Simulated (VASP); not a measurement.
Here is a VASP 6.6.1 calculation.

Contents of INCAR:

```
SYSTEM = Zn
PREC = Accurate ; ENCUT = 520
EDIFF = 1E-6 ; ISMEAR = 0
SIGMA = 0.15 ; LREAL = .FALSE.
LASPH = .TRUE. ; NELM = 100
ALGO = Fast ; ISIF = 2
LWAVE = .FALSE. ; LCHARG = .FALSE.
GGA = PS ; NBANDS = 19
```

File KPOINTS:

```
regular mesh
0
G
  24 24 10
  0 0 0
```

File POSCAR:

```
Zn
1.0
    2.6647980532      0.0000000000      0.0000000000
   -1.3323990266      2.2385493257      0.0000000000
    0.0000000000      0.0000000000      4.9467000000
Zn
2
Direct
    0.3333333333      0.6666666667      0.2500000000
    0.6666666667      0.3333333333      0.7500000000
```

Potentials or basis: VASP PAW PBE potentials, release 64 (Zn).

Run with:

```console
$ cat potpaw_PBE.64/Zn/POTCAR > POTCAR
$ mpirun -np 1 vasp_std > vasp.out
```

Problem. What does it give for the largest force?

Solution. 0.004 eV/Å.

Problem. Estimate the pressure.

Solution. -2.0 GPa.

Problem. What does it give for the band gap on the k mesh?

Solution. Zero (bands 12 and 13 overlap by 4.80 eV).

Stress tensor (GPa, compression positive):
```
-4.59  0.00  0.00
 0.00  0.03  0.00
 0.00  0.00 -1.58
```

Caveat: the cell differs from its parent crystal (strain -0.0300 x Voigt [0, 1, 0, 0, 0, 0]); the PAW data sets were made with another functional, which shifts forces and pressure a little.
